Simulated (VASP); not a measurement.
# In3Se (P4/mmm) in VASP: further runs, part 2 of 3

VASP 6.6.1. Earlier steps stand in the parts before.

### 3 Single point, PBEsol+D3(BJ) (24.14 Å³/atom)

File INCAR:

```
PREC = Accurate ; ENCUT = 520
EDIFF = 1E-6 ; ISMEAR = 0
SIGMA = 0.15 ; LREAL = False
LASPH = True ; NELM = 80
ALGO = Normal ; ISIF = 2
LWAVE = False ; LCHARG = True
GGA = PS ; IVDW = 12
LELF = True ; LVHAR = True
NBANDS = 30
```

File KPOINTS:

```
regular mesh
0
Gamma
  10 10 10
```

File POSCAR:

```
In3Se
1.0
    4.5267585318      0.0000000000      0.0000000000
    0.0000000000      4.5267585318      0.0000000000
    0.0000000000      0.0000000000      4.7119029558
In Se
3 1
Direct
    0.0000000000      0.5000000000      0.5000000000
    0.5000000000      0.0000000000      0.5000000000
    0.5000000000      0.5000000000      0.0000000000
    0.0000000000      0.0000000000      0.0000000000
```

Potentials or basis: VASP PAW PBE potentials, release 64 (In_d, Se).

The run is started by

```
$ cat potpaw_PBE.64/In_d/POTCAR potpaw_PBE.64/Se/POTCAR > POTCAR
$ mpirun -np 1 vasp_std > vasp.out
```

OUTCAR:

```text
PREC = Accurate
   ENCUT = 520
   EDIFF = 1E-6
   ISMEAR = 0
   LREAL = False
   LASPH = True
   NELM = 80
   ISIF = 2
   GGA = PS
   IVDW = 12
 IVDW          = 12

 ion  position               nearest neighbor table
   1  0.000  0.500  0.500-   2 3.20   2 3.20   2 3.20   2 3.20   4 3.27   3 3.27   4 3.27   4 3.27
                             4 3.27   3 3.27   3 3.27   3 3.27
   2  0.500  0.000  0.500-   1 3.20   1 3.20   1 3.20   1 3.20   4 3.27   3 3.27   3 3.27   3 3.27
                             4 3.27   4 3.27   4 3.27   3 3.27
   3  0.500  0.500  0.000-   4 3.20   4 3.20   4 3.20   4 3.20   2 3.27   2 3.27   2 3.27   2 3.27
                             1 3.27   1 3.27   1 3.27   1 3.27
   4  0.000  0.000  0.000-   3 3.20   3 3.20   3 3.20   3 3.20   2 3.27   1 3.27   2 3.27   1 3.27
                             2 3.27   1 3.27   2 3.27   1 3.27

  LATTYP: Found a simple tetragonal cell.
 ALAT       =     4.5267585318
 C/A-ratio  =     1.0409000000

  Lattice vectors:

 A1 = (   4.5267585318,   0.0000000000,   0.0000000000)
 A2 = (   0.0000000000,   4.5267585318,   0.0000000000)
 A3 = (   0.0000000000,   0.0000000000,   4.7119029558)

Analysis of symmetry for initial positions (statically):
=====================================================================
 Subroutine PRICEL returns:
 Original cell was already a primitive cell.

 Routine SETGRP: Setting up the symmetry group for a
 simple tetragonal supercell.

 Subroutine GETGRP returns: Found 16 space group operations
 (whereof 16 operations were pure point group operations)
 out of a pool of 16 trial point group operations.

The static configuration has the point symmetry D_4h.

Analysis of symmetry for dynamics (positions and initial velocities):
=====================================================================
 Subroutine PRICEL returns:
 Original cell was already a primitive cell.

 Routine SETGRP: Setting up the symmetry group for a
 simple tetragonal supercell.

 Subroutine GETGRP returns: Found 16 space group operations
 (whereof 16 operations were pure point group operations)
 out of a pool of 16 trial point group operations.

The dynamic configuration has the point symmetry D_4h.

 Subroutine INISYM returns: Found 16 space group operations
 (whereof 16 operations are pure point group operations),
 and found     1 'primitive' translations

----------------------------------------------------------------------------------------

                                     Primitive cell

  volume of cell :      96.5542

  direct lattice vectors                    reciprocal lattice vectors
     4.526758532  0.000000000  0.000000000     0.220908624  0.000000000  0.000000000
     0.000000000  4.526758532  0.000000000     0.000000000  0.220908624  0.000000000
     0.000000000  0.000000000  4.711902956     0.000000000  0.000000000  0.212228480

  length of vectors
     4.526758532  4.526758532  4.711902956     0.220908624  0.220908624  0.212228480

  position of ions in fractional coordinates (direct lattice)
     0.000000000  0.500000000  0.500000000
     0.500000000  0.000000000  0.500000000
     0.500000000  0.500000000  0.000000000
[... 32 lines left out ...]

 Found    126 irreducible k-points:

 Following reciprocal coordinates:
            Coordinates               Weight
  0.000000  0.000000  0.000000      1.000000
  0.100000  0.000000  0.000000      4.000000
  0.200000  0.000000  0.000000      4.000000
  0.300000  0.000000  0.000000      4.000000
  0.400000  0.000000  0.000000      4.000000
  0.500000  0.000000  0.000000      2.000000
[... 16 lines left out ...]
  0.100000  0.000000  0.100000      8.000000
  0.200000  0.000000  0.100000      8.000000
 [... further k-points ...]
   k-points           NKPTS =    126   k-points in BZ     NKDIM =    126   number of bands    NBANDS=     30
   number of dos      NEDOS =    301   number of ions     NIONS =      4
   total plane-waves  NPLWV =  46656
   dimension x,y,z NGX =    36 NGY =   36 NGZ =   36
   dimension x,y,z NGXF=    72 NGYF=   72 NGZF=   72
   ions per type =               3   1
   NGX,Y,Z   is equivalent  to a cutoff of  13.22, 13.22, 12.70 a.u.
   NGXF,Y,Z  is equivalent  to a cutoff of  26.44, 26.44, 25.40 a.u.
 SYSTEM =  unknown system
   PREC   = accura    normal or accurate (medium, high low for compatibility)
   ISTART =      0    job   : 0-new  1-cont  2-samecut
   ICHARG =      2    charge: 1-file 2-atom 10-const
   ISPIN  =      1    spin polarized calculation?
   LNONCOLLINEAR =      F non collinear calculations
   LSORBIT =      F    spin-orbit coupling
   LASPH  =      T    aspherical Exc in radial PAW
   ENCUT  =  520.0 eV  38.22 Ry    6.18 a.u.   8.42  8.42  8.76*2*pi/ulx,y,z
   NELM   =     80;   NELMIN=  2; NELMDL= -5     # of ELM steps
   EDIFF  = 0.1E-05   stopping-criterion for ELM
   LREAL  =      F    real-space projection
   EDIFFG = 0.1E-04   stopping-criterion for IOM
   NSW    =      0    number of steps for IOM
   IBRION =     -1    ionic relax: 0-MD 1-quasi-New 2-CG
   NFREE  =      0    steps in history (QN), initial steepest desc. (CG)
   ISIF   =      2    stress and relaxation
   ISYM   =      2    0-nonsym 1-usesym 2-fastsym
   POTIM  = 0.5000    time-step for ionic-motion
   TEBEG  =    0.0;   TEEND  =   0.0 temperature during run
   PSTRESS=    0.0 pullay stress
   NELECT =      45.0000    total number of electrons
   NUPDOWN=      -1.0000    fix difference up-down
   EMIN   =  10.00;   EMAX   =-10.00  energy-range for DOS
   EFERMI =   0.00;   METHOD = LEGACY
   ISMEAR =     0;   SIGMA  =   0.15  broadening in eV -4-tet -1-fermi 0-gaus
   EFERMI_NEDOS =   21; number of points for ismear=-14 and -15
   IALGO  =     38    algorithm
   IMIX   =      4    mixing-type and parameters
     AMIX     =   0.40;   BMIX     =  1.00
     AMIX_MAG =   1.60;   BMIX_MAG =  1.00
  volume/ion in A,a.u.               =      24.14       162.89
  Fermi-wavevector in a.u.,A,eV,Ry     =   1.269274  2.398580 21.919750  1.611056
  Thomas-Fermi vector in A             =   2.402324
   LORBIT       =      0    0 simple, 1 ext, 2 COOP (PROOUT), +10 PAW based schemes
   GGA     = PS    functional components
   LHFCALC =     F    Hartree Fock is set to
   AEXX    =    0.0000 exact exchange contribution
   IVDW    =    12    specifies the selected vdW correction
   LEPSILON=     F    determine dielectric tensor
   LRPA    =     F    only Hartree local field effects (RPA)
 non-spin polarized calculation
 Gauss-broadening in eV      SIGMA  =   0.15
  energy-cutoff  :      520.00
  volume of cell :       96.55
 maximum number of plane-waves:      2634
 NGX is ok and might be reduce to    36
   NGX = 17   NGY = 17   NGZ = 17

 number of electron      45.0000019 magnetization

 Free energy of the ion-electron system (eV)
  ---------------------------------------------------
  ext. energy  EPLUGINS =         0.00000000
  ---------------------------------------------------
  free energy    TOTEN  =       -13.21044623 eV

  energy without entropy =      -13.19350547  energy(sigma->0) =      -13.20197585

 E-fermi :   7.2673     XC(G=0): -10.5494

 val. band max:        7.2346862979   @ k =   0.3000   0.1000   0.2000
 cond. band min:       7.2886787019   @ k =   0.5000   0.0000   0.1000
 fundamental gap:      0.0539924039
 Fermi energy:         7.2673285085

 k-point     1 :       0.0000    0.0000    0.0000
  band No.  band energies     occupation
      1      -7.6011      2.00000
      2      -7.5755      2.00000
      3      -7.5281      2.00000
      4      -7.5281      2.00000
      5      -7.4012      2.00000
      6      -7.3564      2.00000
[... 781 lines left out ...]
     29      14.0660      0.00000
     30      14.6588      0.00000

 [... further k-points ...]

------------------------ aborting loop because EDIFF is reached ----------------------------------------

 Edisp (eV)   -1.48010

 E8    (eV) :    -1.0420

  FORCE on cell =-STRESS in cart. coord.  units (eV):
  Direction    XX          YY          ZZ          XY          YZ          ZX
  --------------------------------------------------------------------------------------
  -------------------------------------------------------------------------------------
  Total       0.04358     0.04358    -0.09309     0.00000    -0.00000     0.00000
  in kB       0.72314     0.72314    -1.54471     0.00000    -0.00000     0.00000
  external pressure =       -0.03 kB  Pullay stress =        0.00 kB

 VOLUME and BASIS-vectors are now :
 -----------------------------------------------------------------------------
  energy-cutoff  :      520.00
  volume of cell :       96.55
      direct lattice vectors                 reciprocal lattice vectors
     4.526758532  0.000000000  0.000000000     0.220908624  0.000000000  0.000000000
     0.000000000  4.526758532  0.000000000     0.000000000  0.220908624  0.000000000
     0.000000000  0.000000000  4.711902956     0.000000000  0.000000000  0.212228480

 POSITION                                       TOTAL-FORCE (eV/Angst)
 -----------------------------------------------------------------------------------
      0.00000      2.26338      2.35595         0.000000      0.000000      0.000000
      2.26338      0.00000      2.35595         0.000000      0.000000      0.000000
      2.26338      2.26338      0.00000         0.000000      0.000000      0.000000
      0.00000      0.00000      0.00000         0.000000      0.000000      0.000000
 -----------------------------------------------------------------------------------
    total drift:                                0.000000      0.000000      0.000000

  FREE ENERGIE OF THE ION-ELECTRON SYSTEM (eV)
  ---------------------------------------------------
  free  energy   TOTEN  =       -14.6905510529 eV

  energy  without entropy=      -14.6736102952  energy(sigma->0) =      -14.68208067
```

OSZICAR:

```text
N       E                     dE             d eps       ncg     rms          rms(c)
DAV:   1     0.410860410715E+03    0.41086E+03   -0.21428E+04  7560   0.196E+03
DAV:   2     0.289490192424E+02   -0.38191E+03   -0.37343E+03  7590   0.459E+02
DAV:   3    -0.116130368768E+02   -0.40562E+02   -0.39310E+02  9348   0.163E+02
DAV:   4    -0.133873055253E+02   -0.17743E+01   -0.17697E+01  8750   0.359E+01
DAV:   5    -0.134611994373E+02   -0.73894E-01   -0.73888E-01 11044   0.631E+00    0.511E+00
DAV:   6    -0.132283477262E+02    0.23285E+00   -0.63915E-01 10286   0.987E+00    0.299E+00
DAV:   7    -0.132149499098E+02    0.13398E-01   -0.12583E-01 10280   0.258E+00    0.942E-01
DAV:   8    -0.132110112348E+02    0.39387E-02   -0.10684E-02 10996   0.761E-01    0.287E-01
DAV:   9    -0.132104638511E+02    0.54738E-03   -0.21333E-03 10856   0.358E-01    0.125E-01
DAV:  10    -0.132104464329E+02    0.17418E-04   -0.24753E-04 10878   0.185E-01    0.554E-02
DAV:  11    -0.132104495878E+02   -0.31549E-05   -0.61088E-05 11700   0.551E-02    0.146E-02
DAV:  12    -0.132104463652E+02    0.32226E-05   -0.85504E-06 10640   0.379E-02    0.651E-03
DAV:  13    -0.132104462289E+02    0.13634E-06   -0.66529E-07  5256   0.469E-03
   1 F= -.14690551E+02 E0= -.14682081E+02  d E =-.169408E-01
```

stdout:

```text
POSCAR found type information on POSCAR InSe
 POSCAR found :  2 types and       4 ions
 scaLAPACK will be used
 -----------------------------------------------------------------------------
|                                                                             |
|                                                                             |
|     You enforced a specific xc type in the INCAR file but a different       |
|     I HOPE YOU KNOW WHAT YOU ARE DOING!                                     |
|                                                                             |
 -----------------------------------------------------------------------------

 LDA part: xc-table for (Slater+PW92), standard interpolation
 POSCAR, INCAR and KPOINTS ok, starting setup
 FFT: planning ... GRIDC
 FFT: planning ... GRID_SOFT
 FFT: planning ... GRID
 WAVECAR not read
 entering main loop
```

It took 1.9 min on 1 thread of Intel Xeon 6975P-C (Granite Rapids), shared host; peak memory 0.43 GiB.

What came out:

| Property | Result |
| --- | --- |
| Free energy | -14.6906 eV |
| Pressure | 0.0 GPa |
| Band gap on the k mesh | zero (an odd number of electrons rules out a gap without spin polarisation) |
| Dispersion energy per atom | -0.370 eV |

Levels at points of the mesh, in eV from the Fermi level:
```tsv
k point	band 20	band 21	band 22	band 23	band 24	band 25
(0.00, 0.00, 0.00)	-3.73	-2.22	-1.73	1.18	1.27	1.27
(0.50, 0.00, 0.00)	-2.72	-1.54	-0.88	-0.51	-0.07	1.13
(0.50, 0.50, 0.00)	-2.30	-1.27	-0.71	-0.71	1.34	1.56
(0.00, 0.00, 0.50)	-2.85	-1.06	-1.01	-0.26	-0.26	1.36
(0.50, 0.00, 0.50)	-2.19	-0.93	-0.43	-0.29	1.84	1.87
(0.50, 0.50, 0.50)	-4.42	-4.42	-4.42	-3.71	3.12	3.66
```

Caveat: the PAW data sets were made with another functional, which shifts forces and pressure a little; spin-orbit coupling is left out, which moves the levels of the heavy elements.

(Part 2 of 3 ends here.)

The gap in the log of VASP goes by the Fermi energy; the results here count the filled bands.